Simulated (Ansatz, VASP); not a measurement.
## W4N: VASP beside Ansatz

```xyz
10
Lattice="4.1891 0.0020 0.0140 2.0908 4.4939 -0.0326 2.0734 -0.5249 7.4237" Properties=species:S:1:pos:R:3 pbc="T T T"
W     3.7625    1.1921    2.2257
W     3.7506    3.1752    5.9142
W     1.6744    0.1996    0.3745
W     5.8511    2.1842    4.0769
W     5.8568    2.8597    1.3377
W     3.7525    0.3487    5.0583
W     5.8452    1.5097    6.8163
W     3.7603    4.0184    3.0818
N     3.7565    2.1834    4.0700
N     3.7689    0.2001    0.3815
```

Change from the starting cell: the structure that the rattled cell fell into.

Alike in both runs: functional PBE; k mesh 6 × 4 × 4; occupations gaussian, width 0.1 eV; no spin polarisation.

Ansatz relaxed the structure, and its values are those at the end. VASP's run is a single point on that final structure, the one shown.

|  | VASP | Ansatz |
| --- | --- | --- |
| version | VASP 6.6.1 | Ansatz 0.2.0 |
| potentials or method | VASP PAW PBE potentials, release 64 (W_sv, N), cutoff 520 eV | scalar-relativistic, plane waves, PAW |
| valence electrons in the cell | 122 | 122 |

|  | VASP | Ansatz | Ansatz less VASP |
| --- | --- | --- | --- |
| gap on the k mesh at the Fermi level (eV) | none | none | - |
| pressure (GPa) | 0.9 | 0.0 | -0.92 |
| rms of the force components (eV/Å) | 0.026 | 0.008 | -0.0184 |

A gap of «none» marks a metal or a gap that the smearing closes.

Spin-orbit coupling is off throughout.
